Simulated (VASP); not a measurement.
A run of VASP 6.6.1:

Contents of INCAR:

```
SYSTEM = YN
  PREC = Accurate
  ENCUT = 600
  EDIFF = 1E-8
  ISMEAR = -1
  SIGMA = 0.1
  LREAL = .False.
  LASPH = .True.
  NELM = 120
  ALGO = Normal
  ISIF = 3
  LWAVE = .False.
  LCHARG = .False.
  GGA = PS
  NBANDS = 15
  IBRION = 6
  NFREE = 2
  POTIM = 0.015
  NSW = 1
  GGA_COMPAT = .False.
```

The input KPOINTS:

```
Automatic mesh
0
Gamma
  16 16 16
  0 0 0
```

File POSCAR:

```
YN
1.0
    0.0000000000      2.4279770533      2.4279770533
    2.4279770533      0.0000000000      2.4279770533
    2.4279770533      2.4279770533      0.0000000000
Y N
1 1
Direct
    0.0000000000      0.0000000000      0.0000000000
    0.5000000000      0.5000000000      0.5000000000
```

Potentials or basis: VASP PAW PBE potentials, release 64 (Y_sv, N).

Run with:

```sh
$ cat potpaw_PBE.64/Y_sv/POTCAR potpaw_PBE.64/N/POTCAR > POTCAR
$ mpirun -np 1 vasp_std > vasp.out
```

Hardware: 1 thread of Oxide Virtual Turin-like Processor (shared host).

Question: How long does it take, and how much memory?

Answer: Wall time 78 min on 1 thread of Oxide Virtual Turin-like Processor (shared host), peak memory 1 GiB. Counts: scf iterations 180, k points 145.
